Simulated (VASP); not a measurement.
Write the native input for VASP 6.6.1 that does the following.

```
Task                   : relaxation of cell and atoms
Functional             : PBE
Potentials or basis    : VASP PAW PBE potentials, release 64 (Sr_sv, O)
Cutoff                 : 600 eV
k mesh                 : 11 × 11 × 11
Occupations            : fermi-dirac, width 0.03 eV
Spin                   : no spin polarisation
Dipole correction      : no
Further INCAR settings : ALGO = Normal; EDIFF = 1e-06; IBRION = 2; EDIFFG = -0.005; NSW = 100; ISIF = 3
```

The structure of SrO (zincblende type) lies in POSCAR:

```
SrO
1.0
    0.0000000000      2.6999446373      2.6999446373
    2.6999446373      0.0000000000      2.6999446373
    2.6999446373      2.6999446373      0.0000000000
Sr O
1 1
Direct
    0.0000000000      0.0000000000      0.0000000000
    0.2500000000      0.2500000000      0.2500000000
```

The input as run:

INCAR

```
SYSTEM = SrO
  PREC = Accurate
  ENCUT = 600
  EDIFF = 1E-6
  ISMEAR = -1
  SIGMA = 0.03
  LREAL = .FALSE.
  LASPH = .TRUE.
  NELM = 100
  ALGO = Normal
  ISIF = 3
  LWAVE = .FALSE.
  LCHARG = .FALSE.
  GGA = PE
  IBRION = 2
  NSW = 100
  EDIFFG = -0.005
```

KPOINTS

```
regular mesh
0
G
  11 11 11
  0 0 0
```

Potentials or basis: VASP PAW PBE potentials, release 64 (Sr_sv, O).

Launch:

```sh
$ cat potpaw_PBE.64/Sr_sv/POTCAR potpaw_PBE.64/O/POTCAR > POTCAR
$ mpirun -np 1 vasp_std > vasp.out
```

It gave:

* Relaxed volume: 22.26 Å³/atom
* Relaxed cell: a = 3.978 Å, b = 3.978 Å, c = 3.978 Å, α = 60.00°, β = 60.00°, γ = 60.00°
* Space group after relaxing (to 0.05 Å): F-43m (No. 216)
* Energy gained by relaxing: 69.4 meV/atom
* Ionic steps: 5
* Pressure after relaxing: 0.0 GPa
* Band gap on the k mesh: 2.49 eV, indirect (least direct gap 3.27 eV)

Run time: 58 s on 1 thread of Intel(R) Xeon(R) 6975P-C (Granite Rapids) (shared host), peak memory 0.21 GiB.
